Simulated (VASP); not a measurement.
# BN (F-43m) in VASP: a series of runs, part 2 of 2

VASP 6.6.1. The steps go on from the part before.

### 3 Single point, PBE

This run uses another cell than the first one, of 6.38 Å³/atom, 1.038 times its volume.

INCAR reads:

```
  PREC = Accurate
  ENCUT = 600
  EDIFF = 1E-6
  ISMEAR = 0
  SIGMA = 0.01
  LREAL = False
  LASPH = True
  NELM = 120
  ALGO = Normal
  ISIF = 2
  LWAVE = False
  LCHARG = False
  GGA = PE
  NBANDS = 11
  GGA_COMPAT = False
```

KPOINTS reads:

```
Automatic mesh
0
Gamma
  3 3 3
```

POSCAR reads:

```
BN
1.0
    0.0000000000      1.8549819070      1.8549819070
    1.8549819070      0.0000000000      1.8549819070
    1.8549819070      1.8549819070      0.0000000000
B N
1 1
Direct
    0.0000000000      0.0000000000      0.0000000000
    0.2500000000      0.2500000000      0.2500000000
```

Potentials or basis: VASP PAW PBE potentials, release 64 (B, N).

Started as:

```console
$ cat potpaw_PBE.64/B/POTCAR potpaw_PBE.64/N/POTCAR > POTCAR
$ mpirun -np 1 vasp_std > vasp.out
```

OUTCAR:

```text
PREC = Accurate
   ENCUT = 600
   EDIFF = 1E-6
   ISMEAR = 0
   LREAL = False
   LASPH = True
   NELM = 120
   ISIF = 2
   GGA = PE

 ion  position               nearest neighbor table
   1  0.000  0.000  0.000-   2 1.61   2 1.61   2 1.61   2 1.61
   2  0.250  0.250  0.250-   1 1.61   1 1.61   1 1.61   1 1.61

  LATTYP: Found a face centered cubic cell.
 ALAT       =     3.7099638140

  Lattice vectors:

 A1 = (   0.0000000000,   1.8549819070,   1.8549819070)
 A2 = (   1.8549819070,   0.0000000000,   1.8549819070)
 A3 = (   1.8549819070,   1.8549819070,   0.0000000000)

Analysis of symmetry for initial positions (statically):
=====================================================================
 Subroutine PRICEL returns:
 Original cell was already a primitive cell.

 Routine SETGRP: Setting up the symmetry group for a
 face centered cubic supercell.

 Subroutine GETGRP returns: Found 24 space group operations
 (whereof 24 operations were pure point group operations)
 out of a pool of 48 trial point group operations.

The static configuration has the point symmetry T_d .

Analysis of symmetry for dynamics (positions and initial velocities):
=====================================================================
 Subroutine PRICEL returns:
 Original cell was already a primitive cell.

 Routine SETGRP: Setting up the symmetry group for a
 face centered cubic supercell.

 Subroutine GETGRP returns: Found 24 space group operations
 (whereof 24 operations were pure point group operations)
 out of a pool of 48 trial point group operations.

The dynamic configuration has the point symmetry T_d .

 Subroutine INISYM returns: Found 24 space group operations
 (whereof 24 operations are pure point group operations),
 and found     1 'primitive' translations

----------------------------------------------------------------------------------------

                                     Primitive cell

  volume of cell :      12.7658

  direct lattice vectors                    reciprocal lattice vectors
     0.000000000  1.854981907  1.854981907    -0.269544408  0.269544408  0.269544408
     1.854981907  0.000000000  1.854981907     0.269544408 -0.269544408  0.269544408
     1.854981907  1.854981907  0.000000000     0.269544408  0.269544408 -0.269544408

  length of vectors
     2.623340571  2.623340571  2.623340571     0.466864610  0.466864610  0.466864610

  position of ions in fractional coordinates (direct lattice)
     0.000000000  0.000000000  0.000000000
     0.250000000  0.250000000  0.250000000

  ion indices of the primitive-cell ions
   primitive index   ion index
                 1           1
                 2           2

----------------------------------------------------------------------------------------

 KPOINTS: Automatic mesh

Automatic generation of k-mesh.
 Grid dimensions read from file:
 generate k-points for:    3    3    3

 Generating k-lattice:

  Cartesian coordinates                     Fractional coordinates (reciprocal lattice)
    -0.089848136  0.089848136  0.089848136     0.333333333  0.000000000  0.000000000
     0.089848136 -0.089848136  0.089848136     0.000000000  0.333333333  0.000000000
     0.089848136  0.089848136 -0.089848136     0.000000000  0.000000000  0.333333333

  Length of vectors
     0.155621537  0.155621537  0.155621537

  Shift w.r.t. Gamma in fractional coordinates (k-lattice)
     0.000000000  0.000000000  0.000000000

 Subroutine IBZKPT returns following result:
 ===========================================

 Found      4 irreducible k-points:

 Following reciprocal coordinates:
            Coordinates               Weight
  0.000000  0.000000  0.000000      1.000000
  0.333333  0.000000  0.000000      8.000000
  0.333333  0.333333  0.000000      6.000000
 -0.333333  0.333333  0.000000     12.000000
   k-points           NKPTS =      4   k-points in BZ     NKDIM =      4   number of bands    NBANDS=     11
   number of dos      NEDOS =    301   number of ions     NIONS =      2
   total plane-waves  NPLWV =  13824
   dimension x,y,z NGX =    24 NGY =   24 NGZ =   24
   dimension x,y,z NGXF=    48 NGYF=   48 NGZF=   48
   ions per type =               1   1
   NGX,Y,Z   is equivalent  to a cutoff of  15.21, 15.21, 15.21 a.u.
   NGXF,Y,Z  is equivalent  to a cutoff of  30.42, 30.42, 30.42 a.u.
 SYSTEM =  unknown system
   PREC   = accura    normal or accurate (medium, high low for compatibility)
   ISTART =      0    job   : 0-new  1-cont  2-samecut
   ICHARG =      2    charge: 1-file 2-atom 10-const
   ISPIN  =      1    spin polarized calculation?
   LNONCOLLINEAR =      F non collinear calculations
   LSORBIT =      F    spin-orbit coupling
   LASPH  =      T    aspherical Exc in radial PAW
   ENCUT  =  600.0 eV  44.10 Ry    6.64 a.u.   5.24  5.24  5.24*2*pi/ulx,y,z
   NELM   =    120;   NELMIN=  2; NELMDL= -5     # of ELM steps
   EDIFF  = 0.1E-05   stopping-criterion for ELM
   LREAL  =      F    real-space projection
   EDIFFG = 0.1E-04   stopping-criterion for IOM
   NSW    =      0    number of steps for IOM
   IBRION =     -1    ionic relax: 0-MD 1-quasi-New 2-CG
   NFREE  =      0    steps in history (QN), initial steepest desc. (CG)
   ISIF   =      2    stress and relaxation
   ISYM   =      2    0-nonsym 1-usesym 2-fastsym
   POTIM  = 0.5000    time-step for ionic-motion
   TEBEG  =    0.0;   TEEND  =   0.0 temperature during run
   PSTRESS=    0.0 pullay stress
   NELECT =       8.0000    total number of electrons
   NUPDOWN=      -1.0000    fix difference up-down
   EMIN   =  10.00;   EMAX   =-10.00  energy-range for DOS
   EFERMI =   0.00;   METHOD = LEGACY
   ISMEAR =     0;   SIGMA  =   0.01  broadening in eV -4-tet -1-fermi 0-gaus
   EFERMI_NEDOS =   21; number of points for ismear=-14 and -15
   IALGO  =     38    algorithm
   IMIX   =      4    mixing-type and parameters
     AMIX     =   0.40;   BMIX     =  1.00
     AMIX_MAG =   1.60;   BMIX_MAG =  1.00
  volume/ion in A,a.u.               =       6.38        43.07
  Fermi-wavevector in a.u.,A,eV,Ry     =   1.400947  2.647407 26.703522  1.962654
  Thomas-Fermi vector in A             =   2.523857
   LORBIT       =      0    0 simple, 1 ext, 2 COOP (PROOUT), +10 PAW based schemes
   GGA     = PE    functional components
   LHFCALC =     F    Hartree Fock is set to
   AEXX    =    0.0000 exact exchange contribution
   IVDW    =     0    specifies the selected vdW correction
   LEPSILON=     F    determine dielectric tensor
   LRPA    =     F    only Hartree local field effects (RPA)
 non-spin polarized calculation
 Gauss-broadening in eV      SIGMA  =   0.01
  energy-cutoff  :      600.00
  volume of cell :       12.77
 maximum number of plane-waves:       432
 NGX is ok and might be reduce to    24
   NGX = 11   NGY = 11   NGZ = 11

 number of electron       8.0000000 magnetization

 Free energy of the ion-electron system (eV)
  ---------------------------------------------------
  ext. energy  EPLUGINS =         0.00000000
  ---------------------------------------------------
  free energy    TOTEN  =       -17.03701485 eV

  energy without entropy =      -17.03701485  energy(sigma->0) =      -17.03701485

 E-fermi :   6.7264     XC(G=0): -12.4065

 val. band max:        6.6031824592   @ k =   0.0000   0.0000   0.0000
 cond. band min:      12.0083479950   @ k =   0.3333   0.3333   0.0000
 fundamental gap:      5.4051655358
 Fermi energy:         6.7263661591

 k-point     1 :       0.0000    0.0000    0.0000
  band No.  band energies     occupation
      1     -12.8204      2.00000
      2       6.6032      2.00000
      3       6.6032      2.00000
      4       6.6032      2.00000
      5      14.9519      0.00000
      6      14.9519      0.00000
      7      14.9519      0.00000
      8      15.6885      0.00000
      9      29.8280      0.00000
     10      33.3350      0.00000
     11      33.3350      0.00000

 k-point     2 :       0.3333    0.0000    0.0000
  band No.  band energies     occupation
      1     -10.4586      2.00000
      2      -0.8668      2.00000
      3       5.1415      2.00000
      4       5.1415      2.00000
      5      15.5365      0.00000
      6      16.7003      0.00000
      7      16.7003      0.00000
      8      20.2052      0.00000
      9      28.7238      0.00000
     10      30.0642      0.00000
     11      30.0642      0.00000

 k-point     3 :       0.3333    0.3333    0.0000
  band No.  band energies     occupation
      1      -9.6902      2.00000
      2       0.7308      2.00000
      3       2.8455      2.00000
      4       2.8455      2.00000
      5      12.0083      0.00000
      6      16.3123      0.00000
      7      21.1639      0.00000
      8      21.1639      0.00000
      9      24.6844      0.00000
     10      32.3239      0.00000
     11      38.1380      0.00000

 k-point     4 :      -0.3333    0.3333    0.0000
  band No.  band energies     occupation
      1      -7.9035      2.00000
      2      -1.3361      2.00000
      3      -0.3415      2.00000
      4       3.3484      2.00000
      5      14.0711      0.00000
      6      19.9755      0.00000
      7      20.3002      0.00000
      8      21.4669      0.00000
      9      23.9382      0.00000
     10      30.7137      0.00000
     11      31.8233      0.00000

------------------------ aborting loop because EDIFF is reached ----------------------------------------

  FORCE on cell =-STRESS in cart. coord.  units (eV):
  Direction    XX          YY          ZZ          XY          YZ          ZX
  --------------------------------------------------------------------------------------
  -------------------------------------------------------------------------------------
  Total       -1.6073283     -1.6073283     -1.6073283     -0.0000000      0.0000000     -0.0000000
  in kB     -201.7279816   -201.7279816   -201.7279816     -0.0000000      0.0000000     -0.0000000
  external PRESSURE =    -201.7279816 kB  Pullay stress =       0.0000000 kB

 VOLUME and BASIS-vectors are now :
 -----------------------------------------------------------------------------
  energy-cutoff  :      600.00
  volume of cell :       12.77
      direct lattice vectors                 reciprocal lattice vectors
     0.000000000  1.854981907  1.854981907    -0.269544408  0.269544408  0.269544408
     1.854981907  0.000000000  1.854981907     0.269544408 -0.269544408  0.269544408
     1.854981907  1.854981907  0.000000000     0.269544408  0.269544408 -0.269544408

 POSITION                                       TOTAL-FORCE (eV/Angst)
 -----------------------------------------------------------------------------------
      0.00000      0.00000      0.00000        -0.000000     -0.000000     -0.000000
      0.92749      0.92749      0.92749         0.000000      0.000000      0.000000
 -----------------------------------------------------------------------------------
    total drift:                                0.000000      0.000000      0.000000

  FREE ENERGIE OF THE ION-ELECTRON SYSTEM (eV)
  ---------------------------------------------------
  free  energy   TOTEN  =       -17.0370148487 eV

  energy  without entropy=      -17.0370148487  energy(sigma->0) =      -17.03701485
```

OSZICAR:

```text
N       E                     dE             d eps       ncg     rms          rms(c)
DAV:   1     0.172997516261E+02    0.17300E+02   -0.51452E+03    88   0.782E+02
DAV:   2    -0.170884219927E+02   -0.34388E+02   -0.32961E+02   105   0.194E+02
DAV:   3    -0.179959200225E+02   -0.90750E+00   -0.90649E+00   100   0.261E+01
DAV:   4    -0.179970522520E+02   -0.11322E-02   -0.11322E-02   103   0.112E+00
DAV:   5    -0.179970535528E+02   -0.13007E-05   -0.13006E-05    97   0.364E-02    0.653E+00
DAV:   6    -0.171044569729E+02    0.89260E+00   -0.35354E+00   105   0.109E+01    0.309E+00
DAV:   7    -0.170487172890E+02    0.55740E-01   -0.79331E-02   100   0.243E+00    0.186E+00
DAV:   8    -0.170366817814E+02    0.12036E-01   -0.36732E-02   100   0.138E+00    0.165E-01
DAV:   9    -0.170368941070E+02   -0.21233E-03   -0.11071E-03    88   0.257E-01    0.768E-02
DAV:  10    -0.170370075545E+02   -0.11345E-03   -0.15173E-04    97   0.109E-01    0.149E-02
DAV:  11    -0.170370147285E+02   -0.71740E-05   -0.11989E-05    99   0.280E-02    0.104E-02
DAV:  12    -0.170370148487E+02   -0.12017E-06   -0.18984E-06    68   0.980E-03
   1 F= -.17037015E+02 E0= -.17037015E+02  d E =-.786969E-69
```

stdout:

```text
POSCAR found type information on POSCAR B N
 POSCAR found :  2 types and       2 ions
 scaLAPACK will be used
 LDA part: xc-table for (Slater+PW92), standard interpolation
 POSCAR, INCAR and KPOINTS ok, starting setup
 FFT: planning ... GRIDC
 FFT: planning ... GRID_SOFT
 FFT: planning ... GRID
 WAVECAR not read
 entering main loop
```

It took 3.4 s on 1 thread of AMD EPYC 7R13, shared host; peak memory 0.1 GiB.

Results:

```
Free energy            : -17.0370 eV
Pressure               : -20.2 GPa
Band gap on the k mesh : 5.41 eV, indirect (least direct gap 8.35 eV)
```

Caveat: the k points lie up to 0.98 Å⁻¹ apart.

### 4 Single point, PBE

This run uses another cell than the first one, of 6.38 Å³/atom, 1.038 times its volume.

INCAR reads:

```
SYSTEM = BN
PREC = Accurate ; ENCUT = 600
EDIFF = 1E-6 ; ISMEAR = 0
SIGMA = 0.01 ; LREAL = .False.
LASPH = .True. ; NELM = 120
ALGO = Normal ; ISIF = 2
LWAVE = .False. ; LCHARG = .True.
GGA = PE ; LELF = .True.
LVHAR = .True. ; NBANDS = 11
GGA_COMPAT = .False.
```

KPOINTS reads:

```
Automatic mesh
0
Gamma
  3 3 3
  0 0 0
```

POSCAR is that of step 3.

Started as:

```console
$ cat potpaw_PBE.64/B/POTCAR potpaw_PBE.64/N/POTCAR > POTCAR
$ mpirun -np 1 vasp_std > vasp.out
```

It took 3.9 s on 1 thread of AMD EPYC 7R13, shared host; peak memory 0.1 GiB.

Results (log left out):

```
Free energy            : -17.0370 eV
Pressure               : -20.2 GPa
Band gap on the k mesh : 5.41 eV, indirect (least direct gap 8.35 eV)
```

Levels at points of the mesh, in eV from the valence-band top:
```csv
k point,band 1,band 2,band 3,band 4,band 5,band 6,band 7,band 8,band 9
"(0.00, 0.00, 0.00)",-19.42,0.00,0.00,0.00,8.35,8.35,8.35,9.09,23.22
```

Caveat: the k points lie up to 0.98 Å⁻¹ apart. PBE gaps usually lie below the measured ones, often by a third to a half.

### 5 Single point, PBE

This run uses another cell than the first one, of 5.44 Å³/atom, 0.885 times its volume.

INCAR reads:

```
SYSTEM = BN
PREC     = Accurate       ! precision mode
ENCUT    = 600            ! plane-wave cutoff, eV
EDIFF    = 1E-6           ! SCF threshold, eV
ISMEAR   = 0              ! smearing method
SIGMA    = 0.01           ! smearing width, eV
LREAL    = .FALSE.        ! projectors in reciprocal space
LASPH    = .TRUE.         ! aspherical terms in the spheres
NELM     = 120            ! most SCF steps
ALGO     = Normal         ! electronic algorithm
ISIF     = 2              ! what is computed and relaxed
LWAVE    = .FALSE.        ! write WAVECAR
LCHARG   = .FALSE.        ! write CHGCAR
GGA      = PE             ! functional
NBANDS   = 11             ! bands
GGA_COMPAT= .FALSE.
```

KPOINTS reads:

```
regular mesh
0
G
  3 3 3
  0 0 0
```

POSCAR reads:

```
BN
1.0
    0.0000000000      1.7584405978      1.7584405978
    1.7584405978      0.0000000000      1.7584405978
    1.7584405978      1.7584405978      0.0000000000
B N
1 1
Direct
    0.0000000000      0.0000000000      0.0000000000
    0.2500000000      0.2500000000      0.2500000000
```

Started as:

```console
$ cat potpaw_PBE.64/B/POTCAR potpaw_PBE.64/N/POTCAR > POTCAR
$ mpirun -np 1 vasp_std > vasp.out
```

It took 2.5 s on 1 thread of AMD EPYC 7R13, shared host; peak memory 0.09 GiB.

It converged, with:

| Quantity | Value |
| --- | --- |
| Free energy | -16.9362 eV |
| Pressure | 44.1 GPa |
| Band gap on the k mesh | 5.82 eV, indirect (least direct gap 9.11 eV) |

Levels at points of the mesh, in eV from the valence-band top:
| k point | band 2 | band 3 | band 4 | band 5 | band 6 | band 7 |
| --- | --- | --- | --- | --- | --- | --- |
| (0.00, 0.00, 0.00) | 0.00 | 0.00 | 0.00 | 9.11 | 9.11 | 9.11 |

Caveat: the k points lie up to 1.03 Å⁻¹ apart. A k mesh can miss the band edges.

### 6 Single point, PBE

This run uses another cell than the first one, of 5.44 Å³/atom, 0.885 times its volume.

INCAR reads:

```
  PREC = Accurate
  ENCUT = 600
  EDIFF = 1E-6
  ISMEAR = 0
  SIGMA = 0.01
  LREAL = False
  LASPH = True
  NELM = 120
  ALGO = Normal
  ISIF = 2
  LWAVE = False
  LCHARG = False
  GGA = PE
  NBANDS = 11
  GGA_COMPAT = False
```

KPOINTS reads:

```
regular mesh
0
Gamma
  3 3 3
```

POSCAR is that of step 5.

Potentials or basis: VASP PAW PBE potentials, release 64 (B, N).

Started as:

```console
$ cat potpaw_PBE.64/B/POTCAR potpaw_PBE.64/N/POTCAR > POTCAR
$ mpirun -np 1 vasp_std > vasp.out
```

It took 2.4 s on 1 thread of AMD EPYC 7R13, shared host; peak memory 0.09 GiB.

It converged, with:

* Free energy: -16.9362 eV
* Pressure: 44.1 GPa
* Band gap on the k mesh: 5.82 eV, indirect (least direct gap 9.11 eV)

Levels at points of the mesh, in eV from the valence-band top:
| k point | band 1 | band 2 | band 3 | band 4 | band 5 | band 6 | band 7 | band 8 |
| --- | --- | --- | --- | --- | --- | --- | --- | --- |
| (0.00, 0.00, 0.00) | -21.26 | 0.00 | 0.00 | 0.00 | 9.11 | 9.11 | 9.11 | 11.70 |

Caveat: the k points lie up to 1.03 Å⁻¹ apart.

### 7 The runs side by side

| cell | gap on the mesh (eV) | pressure (GPa) |
| --- | --- | --- |
| a = 2.591 Å, angles 60.0°, 2 atoms | 5.50 | -8.2 |
| a = 2.623 Å, angles 60.0°, 2 atoms | 5.41 | -20.2 |
| a = 2.487 Å, angles 60.0°, 2 atoms | 5.82 | 44.1 |

Alike in all rows: task single point; level PBE; potentials or basis VASP PAW PBE potentials, release 64 (B, N); no spin polarisation; k mesh 3 × 3 × 3; cutoff (eV) 600; smearing gaussian 0.01 eV.

Caveats: all runs use coarse meshes.

Absolute energies hang on the potentials; compare differences alone.
